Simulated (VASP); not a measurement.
# MnH2Se2 in VASP: a series of runs

The runs below take MnH2Se2 through single point, with PBE.

All numbers are computed with VASP 6.6.1; they aren't measurements. Logs are shortened: lines on timing, memory, paths and dates and some standing lists are left out, and cuts for length are marked.

## 1. The cell of the first run

The typed cell holds 5 atoms: a = 4.055 Å, b = 4.055 Å, c = 5.590 Å, α = 90.00°, β = 90.00°, γ = 60.00°.

## 2. Single point, PBE

The input, INCAR:

```
PREC = Accurate ; ENCUT = 520
EDIFF = 1E-6 ; ISMEAR = -1
SIGMA = 0.1 ; LREAL = False
LASPH = True ; NELM = 100
ALGO = Normal ; ISIF = 2
LWAVE = False ; LCHARG = False
GGA = PE ; NBANDS = 22
```

The input, KPOINTS:

```
regular mesh
0
Gamma
  5 5 3
```

The input, POSCAR:

```
MnH2Se2
1.0
    2.0274440000      3.5116330000      0.0000000000
   -2.0274440000      3.5116330000      0.0000000000
    0.0000000000      0.0000000000      5.5895080000
Mn Se H
1 2 2
Direct
    0.0000000000      0.0000000000      0.0000000000
    0.3333000000      0.3334000000      0.2260000000
    0.6667000000      0.6666000000      0.7740000000
    0.3333000000      0.3334000000      0.4460000000
    0.6667000000      0.6666000000      0.5540000000
```

Potentials or basis: VASP PAW PBE potentials, release 64 (Mn_pv, Se, H).

Started as:

```console
$ cat potpaw_PBE.64/Mn_pv/POTCAR potpaw_PBE.64/Se/POTCAR potpaw_PBE.64/H/POTCAR > POTCAR
$ mpirun -np 1 vasp_std > vasp.out
```

OUTCAR:

```text
PREC = Accurate
   ENCUT = 520
   EDIFF = 1E-6
   ISMEAR = -1
   LREAL = False
   LASPH = True
   NELM = 100
   ISIF = 2
   GGA = PE

 ion  position               nearest neighbor table
   1  0.000  0.000  0.000-   3 2.66   2 2.66   3 2.66   2 2.66   3 2.66   2 2.66
   2  0.333  0.333  0.226-   4 1.23   1 2.66   1 2.66   1 2.66
   3  0.667  0.667  0.774-   5 1.23   1 2.66   1 2.66   1 2.66
   4  0.333  0.333  0.446-   2 1.23
   5  0.667  0.667  0.554-   3 1.23

  LATTYP: Found a hexagonal cell.
 ALAT       =     4.0548853868
 C/A-ratio  =     1.3784626363

  Lattice vectors:

 A1 = (   2.0274440000,  -3.5116330000,   0.0000000000)
 A2 = (   2.0274440000,   3.5116330000,   0.0000000000)
 A3 = (   0.0000000000,   0.0000000000,   5.5895080000)

Analysis of symmetry for initial positions (statically):
=====================================================================
 Subroutine PRICEL returns:
 Original cell was already a primitive cell.

 Routine SETGRP: Setting up the symmetry group for a
 hexagonal supercell.

 Subroutine GETGRP returns: Found  4 space group operations
 (whereof  4 operations were pure point group operations)
 out of a pool of 24 trial point group operations.

The static configuration has the point symmetry C_2h.

Analysis of symmetry for dynamics (positions and initial velocities):
=====================================================================
 Subroutine PRICEL returns:
 Original cell was already a primitive cell.

 Routine SETGRP: Setting up the symmetry group for a
 hexagonal supercell.

 Subroutine GETGRP returns: Found  4 space group operations
 (whereof  4 operations were pure point group operations)
 out of a pool of 24 trial point group operations.

The dynamic configuration has the point symmetry C_2h.

 Subroutine INISYM returns: Found  4 space group operations
 (whereof  4 operations are pure point group operations),
 and found     1 'primitive' translations

----------------------------------------------------------------------------------------

                                     Primitive cell

  volume of cell :      79.5906

  direct lattice vectors                    reciprocal lattice vectors
     2.027444000  3.511633000  0.000000000     0.246615936  0.142383899  0.000000000
    -2.027444000  3.511633000  0.000000000    -0.246615936  0.142383899  0.000000000
     0.000000000  0.000000000  5.589508000     0.000000000  0.000000000  0.178906623

  length of vectors
     4.054885387  4.054885387  5.589508000     0.284767615  0.284767615  0.178906623

  position of ions in fractional coordinates (direct lattice)
     0.000000000  0.000000000  0.000000000
     0.333300000  0.333400000  0.226000000
     0.666700000  0.666600000  0.774000000
     0.333300000  0.333400000  0.446000000
     0.666700000  0.666600000  0.554000000

  ion indices of the primitive-cell ions
   primitive index   ion index
                 1           1
                 2           2
                 3           3
                 4           4
                 5           5

----------------------------------------------------------------------------------------

 KPOINTS: regular mesh

Automatic generation of k-mesh.
 Grid dimensions read from file:
 generate k-points for:    5    5    3

 Generating k-lattice:

  Cartesian coordinates                     Fractional coordinates (reciprocal lattice)
     0.049323187  0.028476780  0.000000000     0.200000000 -0.000000000  0.000000000
    -0.049323187  0.028476780  0.000000000    -0.000000000  0.200000000  0.000000000
     0.000000000  0.000000000  0.059635541     0.000000000  0.000000000  0.333333333

  Length of vectors
     0.056953523  0.056953523  0.059635541

  Shift w.r.t. Gamma in fractional coordinates (k-lattice)
     0.000000000  0.000000000  0.000000000

 Subroutine IBZKPT returns following result:
 ===========================================

 Found     24 irreducible k-points:

 Following reciprocal coordinates:
            Coordinates               Weight
  0.000000  0.000000  0.000000      1.000000
  0.200000  0.000000  0.000000      4.000000
  0.000000  0.200000  0.000000      2.000000
  0.400000  0.000000  0.000000      4.000000
  0.000000  0.400000  0.000000      2.000000
  0.400000  0.200000  0.000000      2.000000
[... 16 lines left out ...]
 -0.200000  0.400000  0.333333      4.000000
  0.400000 -0.200000  0.333333      4.000000
   k-points           NKPTS =     24   k-points in BZ     NKDIM =     24   number of bands    NBANDS=     22
   number of dos      NEDOS =    301   number of ions     NIONS =      5
   total plane-waves  NPLWV =  37800
   dimension x,y,z NGX =    30 NGY =   30 NGZ =   42
   dimension x,y,z NGXF=    60 NGYF=   60 NGZF=   84
   ions per type =               1   2   2
   NGX,Y,Z   is equivalent  to a cutoff of  12.30, 12.30, 12.49 a.u.
   NGXF,Y,Z  is equivalent  to a cutoff of  24.60, 24.60, 24.98 a.u.
 SYSTEM =  unknown system
   PREC   = accura    normal or accurate (medium, high low for compatibility)
   ISTART =      0    job   : 0-new  1-cont  2-samecut
   ICHARG =      2    charge: 1-file 2-atom 10-const
   ISPIN  =      1    spin polarized calculation?
   LNONCOLLINEAR =      F non collinear calculations
   LSORBIT =      F    spin-orbit coupling
   LASPH  =      T    aspherical Exc in radial PAW
   ENCUT  =  520.0 eV  38.22 Ry    6.18 a.u.   7.54  7.54 10.39*2*pi/ulx,y,z
   NELM   =    100;   NELMIN=  2; NELMDL= -5     # of ELM steps
   EDIFF  = 0.1E-05   stopping-criterion for ELM
   LREAL  =      F    real-space projection
   EDIFFG = 0.1E-04   stopping-criterion for IOM
   NSW    =      0    number of steps for IOM
   IBRION =     -1    ionic relax: 0-MD 1-quasi-New 2-CG
   NFREE  =      0    steps in history (QN), initial steepest desc. (CG)
   ISIF   =      2    stress and relaxation
   ISYM   =      2    0-nonsym 1-usesym 2-fastsym
   POTIM  = 0.5000    time-step for ionic-motion
   TEBEG  =    0.0;   TEEND  =   0.0 temperature during run
   PSTRESS=    0.0 pullay stress
   NELECT =      27.0000    total number of electrons
   NUPDOWN=      -1.0000    fix difference up-down
   EMIN   =  10.00;   EMAX   =-10.00  energy-range for DOS
   EFERMI =   0.00;   METHOD = LEGACY
   ISMEAR =    -1;   SIGMA  =   0.10  broadening in eV -4-tet -1-fermi 0-gaus
   EFERMI_NEDOS =   21; number of points for ismear=-14 and -15
   IALGO  =     38    algorithm
   IMIX   =      4    mixing-type and parameters
     AMIX     =   0.40;   BMIX     =  1.00
     AMIX_MAG =   1.60;   BMIX_MAG =  1.00
  volume/ion in A,a.u.               =      15.92       107.42
  Fermi-wavevector in a.u.,A,eV,Ry     =   1.141762  2.157617 17.736831  1.303620
  Thomas-Fermi vector in A             =   2.278461
   LORBIT       =      0    0 simple, 1 ext, 2 COOP (PROOUT), +10 PAW based schemes
   GGA     = PE    functional components
   LHFCALC =     F    Hartree Fock is set to
   AEXX    =    0.0000 exact exchange contribution
   IVDW    =     0    specifies the selected vdW correction
   LEPSILON=     F    determine dielectric tensor
   LRPA    =     F    only Hartree local field effects (RPA)
 non-spin polarized calculation
  energy-cutoff  :      520.00
  volume of cell :       79.59
 maximum number of plane-waves:      2163
 NGX is ok and might be reduce to    30
   NGX = 15   NGY = 15   NGZ = 21

 number of electron      27.0000014 magnetization

 Free energy of the ion-electron system (eV)
  ---------------------------------------------------
  ext. energy  EPLUGINS =         0.00000000
  ---------------------------------------------------
  free energy    TOTEN  =       -19.46141531 eV

  energy without entropy =      -19.22507608  energy(sigma->0) =      -19.34324569

 E-fermi :   3.4473     XC(G=0):  -9.2747

 val. band max:        3.3760410166   @ k =   0.2000   0.4000   0.0000
 cond. band min:       4.0884160806   @ k =   0.4000   0.4000   0.3333
 fundamental gap:      0.7123750640
 Fermi energy:         3.4473034608

 k-point     1 :       0.0000    0.0000    0.0000
  band No.  band energies     occupation
      1     -44.1380      2.00000
      2     -44.1378      2.00000
      3     -44.0875      2.00000
      4     -12.1122      2.00000
      5     -10.7621      2.00000
      6      -4.7508      2.00000
[... 14 lines left out ...]
     21      10.4767      0.00000
     22      12.7213      0.00000

 k-point     2 :       0.2000    0.0000    0.0000
  band No.  band energies     occupation
      1     -44.1387      2.00000
      2     -44.1381      2.00000
      3     -44.0873      2.00000
      4     -11.9284      2.00000
      5     -10.8040      2.00000
      6      -4.4560      2.00000
[... 14 lines left out ...]
     21      10.5866      0.00000
     22      11.1578      0.00000

 k-point     3 :       0.0000    0.2000    0.0000
  band No.  band energies     occupation
      1     -44.1386      2.00000
      2     -44.1381      2.00000
      3     -44.0873      2.00000
      4     -11.9285      2.00000
      5     -10.8040      2.00000
      6      -4.4561      2.00000
[... 14 lines left out ...]
     21      10.5861      0.00000
     22      11.1579      0.00000

 k-point     4 :       0.4000    0.0000    0.0000
  band No.  band energies     occupation
      1     -44.1400      2.00000
      2     -44.1384      2.00000
      3     -44.0872      2.00000
      4     -11.5251      2.00000
      5     -10.9662      2.00000
      6      -3.7069      2.00000
[... 14 lines left out ...]
     21      10.3696      0.00000
     22      11.2178      0.00000

 k-point     5 :       0.0000    0.4000    0.0000
  band No.  band energies     occupation
      1     -44.1400      2.00000
      2     -44.1385      2.00000
      3     -44.0872      2.00000
      4     -11.5253      2.00000
      5     -10.9659      2.00000
      6      -3.7074      2.00000
[... 14 lines left out ...]
     21      10.3704      0.00000
     22      11.2186      0.00000

 k-point     6 :       0.4000    0.2000    0.0000
  band No.  band energies     occupation
      1     -44.1396      2.00000
      2     -44.1385      2.00000
      3     -44.0872      2.00000
      4     -11.6286      2.00000
      5     -10.9084      2.00000
      6      -3.9296      2.00000
[... 14 lines left out ...]
     21      10.6474      0.00000
     22      10.9260      0.00000

 k-point     7 :       0.2000    0.4000    0.0000
  band No.  band energies     occupation
      1     -44.1395      2.00000
      2     -44.1386      2.00000
      3     -44.0872      2.00000
      4     -11.6287      2.00000
      5     -10.9083      2.00000
      6      -3.9297      2.00000
[... 324 lines left out ...]
      6      -3.8667      2.00000
[... 14 lines left out ...]
     21      10.5977      0.00000
     22      11.3552      0.00000

 k-point    21 :      -0.2000   -0.4000    0.3333
  band No.  band energies     occupation
      1     -44.1395      2.00000
      2     -44.1386      2.00000
      3     -44.0872      2.00000
      4     -11.4737      2.00000
      5     -11.0810      2.00000
      6      -3.8668      2.00000
[... 14 lines left out ...]
     21      10.5974      0.00000
     22      11.3559      0.00000

 k-point    22 :      -0.4000    0.2000    0.3333
  band No.  band energies     occupation
      1     -44.1400      2.00000
      2     -44.1389      2.00000
      3     -44.0871      2.00000
      4     -11.2679      2.00000
      5     -11.1206      2.00000
      6      -3.4962      2.00000
[... 14 lines left out ...]
     21      10.9444      0.00000
     22      12.0941      0.00000

 k-point    23 :      -0.2000    0.4000    0.3333
  band No.  band energies     occupation
      1     -44.1399      2.00000
      2     -44.1390      2.00000
      3     -44.0871      2.00000
      4     -11.2682      2.00000
      5     -11.1203      2.00000
      6      -3.4965      2.00000
[... 14 lines left out ...]
     21      10.9446      0.00000
     22      12.0948      0.00000

 k-point    24 :       0.4000   -0.2000    0.3333
  band No.  band energies     occupation
      1     -44.1400      2.00000
      2     -44.1389      2.00000
      3     -44.0871      2.00000
      4     -11.2679      2.00000
      5     -11.1206      2.00000
      6      -3.4962      2.00000
[... 14 lines left out ...]
     21      10.9447      0.00000
     22      12.0947      0.00000

------------------------ aborting loop because EDIFF is reached ----------------------------------------

  FORCE on cell =-STRESS in cart. coord.  units (eV):
  Direction    XX          YY          ZZ          XY          YZ          ZX
  --------------------------------------------------------------------------------------
  -------------------------------------------------------------------------------------
  Total       -4.4639993     -4.4638658     21.1627423      0.0001089     -0.0005052      0.0008752
  in kB      -89.8613896    -89.8587031    426.0111436      0.0021929     -0.0101695      0.0176189
  external PRESSURE =      82.0970170 kB  Pullay stress =       0.0000000 kB

 VOLUME and BASIS-vectors are now :
 -----------------------------------------------------------------------------
  energy-cutoff  :      520.00
  volume of cell :       79.59
      direct lattice vectors                 reciprocal lattice vectors
     2.027444000  3.511633000  0.000000000     0.246615936  0.142383899  0.000000000
    -2.027444000  3.511633000  0.000000000    -0.246615936  0.142383899  0.000000000
     0.000000000  0.000000000  5.589508000     0.000000000  0.000000000  0.178906623

 POSITION                                       TOTAL-FORCE (eV/Angst)
 -----------------------------------------------------------------------------------
      0.00000      0.00000      0.00000        -0.000000     -0.000000      0.000000
     -0.00020      2.34121      1.26323         0.000559     -0.000323    -11.026495
      0.00020      4.68206      4.32628        -0.000559      0.000323     11.026495
     -0.00020      2.34121      2.49292         0.000085     -0.000049      9.565074
      0.00020      4.68206      3.09659        -0.000085      0.000049     -9.565074
 -----------------------------------------------------------------------------------
    total drift:                               -0.000000      0.000000     -0.000000

  FREE ENERGIE OF THE ION-ELECTRON SYSTEM (eV)
  ---------------------------------------------------
  free  energy   TOTEN  =       -19.4614153053 eV

  energy  without entropy=      -19.2250760833  energy(sigma->0) =      -19.34324569
```

It took 65 s on 1 thread of AMD EPYC 7R13, shared host; peak memory 0.17 GiB.

What came out:

```yaml
Free_energy: -19.4614 eV
Pressure: 8.2 GPa
Largest_force: 11.026 eV/Å
Band_gap_on_the_k_mesh: zero (an odd number of electrons rules out a gap without spin polarisation)
```

Forces on the atoms (eV/Å):
```
Mn    0.000   0.000   0.000
Se    0.001   0.000 -11.026
Se   -0.001   0.000  11.026
H     0.000   0.000   9.565
H     0.000   0.000  -9.565
```

Stress tensor (GPa, compression positive):
```
-8.99  0.00  0.00
 0.00 -8.99  0.00
 0.00  0.00 42.60
```

Levels at points of the mesh, in eV from the Fermi level:
| k point | band 11 | band 12 | band 13 | band 14 | band 15 | band 16 | band 17 | band 18 |
| --- | --- | --- | --- | --- | --- | --- | --- | --- |
| (0.00, 0.00, 0.00) | -1.30 | -0.35 | -0.35 | -0.29 | 1.27 | 1.28 | 2.38 | 2.77 |

Caveat: the k points lie up to 0.37 Å⁻¹ apart, too coarse for converged energies and pressures of a metal; the run has no spin polarisation, though such a crystal can be magnetic; forces of over 1 eV/Å act on the atoms, so gaps and moduli don't describe the material at rest. With open d or f shells a metallic result of PBE can be an artefact of self-interaction; +U or a hybrid may open a gap.

(Part 1 of 2 ends here.)

The gap in the log of VASP goes by the Fermi energy; the results here count the filled bands.